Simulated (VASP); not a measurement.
Here is a VASP 6.6.1 calculation.

File INCAR:

```
PREC = Accurate
ENCUT = 520
EDIFF = 1E-6
ISMEAR = 0
SIGMA = 0.02
LREAL = False
LASPH = True
NELM = 100
ALGO = Normal
ISIF = 2
LWAVE = False
LCHARG = False
GGA = PE
NBANDS = 19
```

The input KPOINTS:

```
Automatic mesh
0
Gamma
  6 6 6
```

POSCAR

```
SrCl2
1.0
    0.0000000000      3.6521766100      3.6521766100
    3.6521766100      0.0000000000      3.6521766100
    3.6521766100      3.6521766100      0.0000000000
Sr Cl
1 2
Direct
    0.0000000000      0.0000000000      0.0000000000
    0.2500000000      0.2500000000      0.2500000000
    0.7500000000      0.7500000000      0.7500000000
```

Potentials or basis: VASP PAW PBE potentials, release 64 (Sr_sv, Cl).

Launch:

```sh
$ cat potpaw_PBE.64/Sr_sv/POTCAR potpaw_PBE.64/Cl/POTCAR > POTCAR
$ mpirun -np 1 vasp_std > vasp.out
```

Question: What does it give for the band gap on the k mesh?

Answer: 4.82 eV (least direct gap 5.11 eV).

Question: What does it give for the pressure?

Answer: -2.9 GPa.

Caveat: the cell differs from its parent crystal (strained). A k mesh can miss the band edges.
